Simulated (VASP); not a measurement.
# Y (P6/mmm) in VASP: a series of runs

Y is run at these levels: LDA; tasks: single point, relaxation of cell and atoms.

Program: VASP 6.6.1. These are calculated values, not measurements. Logs are shortened: lines on timing, memory, paths and dates and some standing lists are left out, and cuts for length are marked.

## 1. The cell of the first run

Symmetry: P6/mmm, No. 191, hexagonal system. The conventional cell has a = 4.168 Å, b = 4.168 Å, c = 2.439 Å, α = 90.00°, β = 90.00°, γ = 120.00°. Within 3.2 Å of Y (site symmetry 6/mmm) lie 14 Y at 2.44 to 2.70 Å. Y (site symmetry -6m2) has 11 Y at 2.41 to 2.70 Å within 3.2 Å.

## 2. Single point, LDA

INCAR reads:

```
SYSTEM = Y
PREC = Accurate
ENCUT = 520
EDIFF = 1E-6
ISMEAR = -1
SIGMA = 0.05
LREAL = .FALSE.
LASPH = .TRUE.
NELM = 80
ALGO = Normal
ISIF = 2
LWAVE = .FALSE.
LCHARG = .FALSE.
NBANDS = 24
```

KPOINTS reads:

```
regular mesh
0
G
  9 9 12
  0 0 0
```

POSCAR reads:

```
Y
1.0
    4.1682020820      0.0000000000      0.0000000000
   -2.0841010410      3.6097688911      0.0000000000
    0.0000000000      0.0000000000      2.4389603574
Y
3
Direct
    0.0000000000      0.0000000000      0.0000000000
    0.3333333333      0.6666666667      0.5000000000
    0.6666666667      0.3333333333      0.5000000000
```

Potentials or basis: VASP PAW LDA potentials, release 64 (Y_sv).

The run is started by

```console
> cat potpaw_LDA.64/Y_sv/POTCAR > POTCAR
> mpirun -np 1 vasp_std > vasp.out
```

OUTCAR:

```text
SYSTEM = Y
   PREC = Accurate
   ENCUT = 520
   EDIFF = 1E-6
   ISMEAR = -1
   LREAL = .FALSE.
   LASPH = .TRUE.
   NELM = 80
   ISIF = 2

 ion  position               nearest neighbor table
   1  0.000  0.000  0.000-   2 2.70   3 2.70   2 2.70   3 2.70   2 2.70   2 2.70   3 2.70   3 2.70
                             3 2.70   3 2.70   2 2.70   2 2.70
   2  0.333  0.667  0.500-   3 2.41   3 2.41   3 2.41   1 2.70   1 2.70   1 2.70   1 2.70   1 2.70
                             1 2.70   3 3.43   3 3.43   3 3.43   3 3.43   3 3.43   3 3.43
   3  0.667  0.333  0.500-   2 2.41   2 2.41   2 2.41   1 2.70   1 2.70   1 2.70   1 2.70   1 2.70
                             1 2.70   2 3.43   2 3.43   2 3.43   2 3.43   2 3.43   2 3.43

  LATTYP: Found a hexagonal cell.
 ALAT       =     4.1682020820
 C/A-ratio  =     0.5851348638

  Lattice vectors:

 A1 = (   4.1682020820,   0.0000000000,   0.0000000000)
 A2 = (  -2.0841010410,   3.6097688911,   0.0000000000)
 A3 = (   0.0000000000,   0.0000000000,   2.4389603574)

Analysis of symmetry for initial positions (statically):
=====================================================================
 Subroutine PRICEL returns:
 Original cell was already a primitive cell.

 Routine SETGRP: Setting up the symmetry group for a
 hexagonal supercell.

 Subroutine GETGRP returns: Found 24 space group operations
 (whereof 24 operations were pure point group operations)
 out of a pool of 24 trial point group operations.

The static configuration has the point symmetry D_6h.

Analysis of symmetry for dynamics (positions and initial velocities):
=====================================================================
 Subroutine PRICEL returns:
 Original cell was already a primitive cell.

 Routine SETGRP: Setting up the symmetry group for a
 hexagonal supercell.

 Subroutine GETGRP returns: Found 24 space group operations
 (whereof 24 operations were pure point group operations)
 out of a pool of 24 trial point group operations.

The dynamic configuration has the point symmetry D_6h.

 Subroutine INISYM returns: Found 24 space group operations
 (whereof 24 operations are pure point group operations),
 and found     1 'primitive' translations

----------------------------------------------------------------------------------------

                                     Primitive cell

  volume of cell :      36.6972

  direct lattice vectors                    reciprocal lattice vectors
     4.168202082  0.000000000  0.000000000     0.239911593  0.138513023  0.000000000
    -2.084101041  3.609768891  0.000000000     0.000000000  0.277026045  0.000000000
     0.000000000  0.000000000  2.438960357     0.000000000  0.000000000  0.410010764

  length of vectors
     4.168202082  4.168202082  2.438960357     0.277026045  0.277026045  0.410010764

  position of ions in fractional coordinates (direct lattice)
     0.000000000  0.000000000  0.000000000
     0.333333333  0.666666667  0.500000000
     0.666666667  0.333333333  0.500000000

  ion indices of the primitive-cell ions
   primitive index   ion index
                 1           1
                 2           2
                 3           3

----------------------------------------------------------------------------------------

 KPOINTS: regular mesh

Automatic generation of k-mesh.
 Grid dimensions read from file:
 generate k-points for:    9    9   12

 Generating k-lattice:

  Cartesian coordinates                     Fractional coordinates (reciprocal lattice)
     0.026656844  0.015390336  0.000000000     0.111111111  0.000000000  0.000000000
     0.000000000  0.030780672  0.000000000     0.000000000  0.111111111  0.000000000
     0.000000000  0.000000000  0.034167564     0.000000000  0.000000000  0.083333333

  Length of vectors
     0.030780672  0.030780672  0.034167564

  Shift w.r.t. Gamma in fractional coordinates (k-lattice)
     0.000000000  0.000000000  0.000000000

 Subroutine IBZKPT returns following result:
 ===========================================

 Found     84 irreducible k-points:

 Following reciprocal coordinates:
            Coordinates               Weight
  0.000000  0.000000  0.000000      1.000000
  0.111111 -0.000000  0.000000      6.000000
  0.222222 -0.000000  0.000000      6.000000
  0.333333 -0.000000  0.000000      6.000000
  0.444444 -0.000000  0.000000      6.000000
  0.111111  0.111111  0.000000      6.000000
[... 16 lines left out ...]
  0.333333  0.222222  0.083333     24.000000
  0.333333  0.333333  0.083333      4.000000
 [... further k-points ...]
   k-points           NKPTS =     84   k-points in BZ     NKDIM =     84   number of bands    NBANDS=     24
   number of dos      NEDOS =    301   number of ions     NIONS =      3
   total plane-waves  NPLWV =  18432
   dimension x,y,z NGX =    32 NGY =   32 NGZ =   18
   dimension x,y,z NGXF=    64 NGYF=   64 NGZF=   36
   ions per type =               3
   NGX,Y,Z   is equivalent  to a cutoff of  12.76, 12.76, 12.27 a.u.
   NGXF,Y,Z  is equivalent  to a cutoff of  25.53, 25.53, 24.54 a.u.
 SYSTEM =  Y
   PREC   = accura    normal or accurate (medium, high low for compatibility)
   ISTART =      0    job   : 0-new  1-cont  2-samecut
   ICHARG =      2    charge: 1-file 2-atom 10-const
   ISPIN  =      1    spin polarized calculation?
   LNONCOLLINEAR =      F non collinear calculations
   LSORBIT =      F    spin-orbit coupling
   LASPH  =      T    aspherical Exc in radial PAW
   ENCUT  =  520.0 eV  38.22 Ry    6.18 a.u.   7.75  7.75  4.53*2*pi/ulx,y,z
   NELM   =     80;   NELMIN=  2; NELMDL= -5     # of ELM steps
   EDIFF  = 0.1E-05   stopping-criterion for ELM
   LREAL  =      F    real-space projection
   EDIFFG = 0.1E-04   stopping-criterion for IOM
   NSW    =      0    number of steps for IOM
   IBRION =     -1    ionic relax: 0-MD 1-quasi-New 2-CG
   NFREE  =      0    steps in history (QN), initial steepest desc. (CG)
   ISIF   =      2    stress and relaxation
   ISYM   =      2    0-nonsym 1-usesym 2-fastsym
   POTIM  = 0.5000    time-step for ionic-motion
   TEBEG  =    0.0;   TEEND  =   0.0 temperature during run
   PSTRESS=    0.0 pullay stress
   NELECT =      33.0000    total number of electrons
   NUPDOWN=      -1.0000    fix difference up-down
   EMIN   =  10.00;   EMAX   =-10.00  energy-range for DOS
   EFERMI =   0.00;   METHOD = LEGACY
   ISMEAR =    -1;   SIGMA  =   0.05  broadening in eV -4-tet -1-fermi 0-gaus
   EFERMI_NEDOS =   21; number of points for ismear=-14 and -15
   IALGO  =     38    algorithm
   IMIX   =      4    mixing-type and parameters
     AMIX     =   0.40;   BMIX     =  1.00
     AMIX_MAG =   1.60;   BMIX_MAG =  1.00
  volume/ion in A,a.u.               =      12.23        82.55
  Fermi-wavevector in a.u.,A,eV,Ry     =   1.580163  2.986075 33.972585  2.496915
  Thomas-Fermi vector in A             =   2.680432
   LORBIT       =      0    0 simple, 1 ext, 2 COOP (PROOUT), +10 PAW based schemes
   GGA     = CA    functional components
   LHFCALC =     F    Hartree Fock is set to
   AEXX    =    0.0000 exact exchange contribution
   IVDW    =     0    specifies the selected vdW correction
   LEPSILON=     F    determine dielectric tensor
   LRPA    =     F    only Hartree local field effects (RPA)
 non-spin polarized calculation
  energy-cutoff  :      520.00
  volume of cell :       36.70
 maximum number of plane-waves:      1006
 NGX is ok and might be reduce to    32
   NGX = 15   NGY = 15   NGZ =  9

 number of electron      32.9999999 magnetization

 Free energy of the ion-electron system (eV)
  ---------------------------------------------------
  ext. energy  EPLUGINS =         0.00000000
  ---------------------------------------------------
  free energy    TOTEN  =        -7.50382208 eV

  energy without entropy =       -7.49032708  energy(sigma->0) =       -7.49707458

 E-fermi :   9.8474     XC(G=0): -14.3137

 val. band max:        9.8343395733   @ k =   0.3333   0.3333   0.2500
 cond. band min:       9.8640430654   @ k =   0.4444  -0.0000   0.4167
 fundamental gap:      0.0297034920
 Fermi energy:         9.8474276630

 k-point     1 :       0.0000    0.0000    0.0000
  band No.  band energies     occupation
      1     -33.9392      2.00000
      2     -31.4585      2.00000
      3     -31.2814      2.00000
      4     -15.0062      2.00000
      5     -15.0062      2.00000
      6     -14.2113      2.00000
[... 16 lines left out ...]
     23      15.5478      0.00000
     24      15.5481      0.00000

 k-point     2 :       0.1111   -0.0000    0.0000
  band No.  band energies     occupation
      1     -33.8657      2.00000
      2     -31.5016      2.00000
      3     -31.3474      2.00000
      4     -15.4045      2.00000
      5     -15.2558      2.00000
      6     -13.6985      2.00000
[... 16 lines left out ...]
     23      14.7334      0.00000
     24      14.8843      0.00000

 k-point     3 :       0.2222   -0.0000    0.0000
  band No.  band energies     occupation
      1     -33.6519      2.00000
      2     -31.6515      2.00000
      3     -31.5027      2.00000
      4     -15.9085      2.00000
      5     -15.3062      2.00000
      6     -12.8650      2.00000
[... 16 lines left out ...]
     23      14.7313      0.00000
     24      15.7786      0.00000
[... 514 lines left out ...]
 k-point    23 :       0.3333    0.2222    0.0833
  band No.  band energies     occupation
      1     -32.6763      2.00000
      2     -32.2170      2.00000
      3     -31.9084      2.00000
      4     -15.7024      2.00000
      5     -14.7013      2.00000
      6     -13.5827      2.00000
[... 16 lines left out ...]
     23      15.7005      0.00000
     24      17.6408      0.00000

 k-point    24 :       0.3333    0.3333    0.0833
  band No.  band energies     occupation
      1     -32.3606      2.00000
      2     -32.3606      2.00000
      3     -32.1023      2.00000
      4     -15.3063      2.00000
      5     -14.4596      2.00000
      6     -14.4596      2.00000
[... 16 lines left out ...]
     23      15.9565      0.00000
     24      17.9235      0.00000

 [... further k-points ...]

------------------------ aborting loop because EDIFF is reached ----------------------------------------

  FORCE on cell =-STRESS in cart. coord.  units (eV):
  Direction    XX          YY          ZZ          XY          YZ          ZX
  --------------------------------------------------------------------------------------
  -------------------------------------------------------------------------------------
  Total       36.9188263     36.9188263     37.0782115      0.0000000     -0.0000000      0.0000000
  in kB     1611.8534843   1611.8534842   1618.8121447      0.0000000     -0.0000000      0.0000000
  external PRESSURE =    1614.1730377 kB  Pullay stress =       0.0000000 kB

 VOLUME and BASIS-vectors are now :
 -----------------------------------------------------------------------------
  energy-cutoff  :      520.00
  volume of cell :       36.70
      direct lattice vectors                 reciprocal lattice vectors
     4.168202082  0.000000000  0.000000000     0.239911593  0.138513023  0.000000000
    -2.084101041  3.609768891  0.000000000     0.000000000  0.277026045  0.000000000
     0.000000000  0.000000000  2.438960357     0.000000000  0.000000000  0.410010764

 POSITION                                       TOTAL-FORCE (eV/Angst)
 -----------------------------------------------------------------------------------
      0.00000      0.00000      0.00000         0.000000      0.000000     -0.000000
     -0.00000      2.40651      1.21948         0.000000      0.000000      0.000000
      2.08410      1.20326      1.21948        -0.000000      0.000000     -0.000000
 -----------------------------------------------------------------------------------
    total drift:                               -0.000000      0.000000      0.000000

  FREE ENERGIE OF THE ION-ELECTRON SYSTEM (eV)
  ---------------------------------------------------
  free  energy   TOTEN  =        -7.5038220786 eV

  energy  without entropy=       -7.4903270795  energy(sigma->0) =       -7.49707458
```

It took 33 s on 1 thread of Intel Xeon 6975P-C (Granite Rapids), shared host; peak memory 0.19 GiB.

What came out:

* Free energy: -7.5038 eV
* Pressure: 161.4 GPa

Stress tensor (GPa, compression positive):
```
161.19   0.00   0.00
  0.00 161.19   0.00
  0.00   0.00 161.88
```

Levels at points of the mesh, in eV from the Fermi level:
```
           k point  band 14  band 15  band 16  band 17  band 18  band 19  band 20  band 21
(0.00, 0.00, 0.00)    -2.44     1.03     1.39     2.05     2.05     2.86     2.86     3.52
(0.00, 0.00, 0.50)    -5.94    -2.75    -2.75     2.29     2.57     2.57     3.56     5.42
```

## 3. Single point, LDA

INCAR reads:

```
PREC = Accurate
ENCUT = 520
EDIFF = 1E-6
ISMEAR = -1
SIGMA = 0.05
LREAL = False
LASPH = True
NELM = 80
ALGO = Normal
ISIF = 2
LWAVE = False
LCHARG = True
GGA = CA
LELF = True
LVHAR = True
NBANDS = 24
```

KPOINTS reads:

```
Automatic mesh
0
Gamma
  9 9 12
```

POSCAR reads:

```
Y
1.0
    4.1685000091      0.0000000000      0.0000000000
   -2.0842500046      3.6100269036      0.0000000000
    0.0000000000      0.0000000000      2.4392391058
Y
3
Direct
    0.0000000000      0.0000000000      0.0000000000
    0.3333333333      0.6666666667      0.5000000000
    0.6666666667      0.3333333333      0.5000000000
```

Potentials or basis: VASP PAW LDA potentials, release 64 (Y_sv).

The run is started by

```console
> cat potpaw_LDA.64/Y_sv/POTCAR > POTCAR
> mpirun -np 1 vasp_std > vasp.out
```

Wall time 31 s (1 thread of Intel Xeon 6975P-C (Granite Rapids), shared host); peak memory 0.19 GiB.

It converged, with:

```yaml
Free_energy: -7.5133 eV
Pressure: 161.3 GPa
```

Stress tensor (GPa, compression positive):
```
161.07   0.00   0.00
  0.00 161.07   0.00
  0.00   0.00 161.73
```

Levels at points of the mesh, in eV from the Fermi level:
| k point | band 13 | band 14 | band 15 | band 16 | band 17 | band 18 | band 19 | band 20 | band 21 | band 22 |
| --- | --- | --- | --- | --- | --- | --- | --- | --- | --- | --- |
| (0.00, 0.00, 0.00) | -4.30 | -2.44 | 1.03 | 1.39 | 2.05 | 2.05 | 2.86 | 2.86 | 3.52 | 3.52 |
| (0.00, 0.00, 0.50) | -5.93 | -5.93 | -2.75 | -2.75 | 2.29 | 2.57 | 2.57 | 3.56 | 5.42 | 5.42 |

(Part 1 of 2 ends here.)
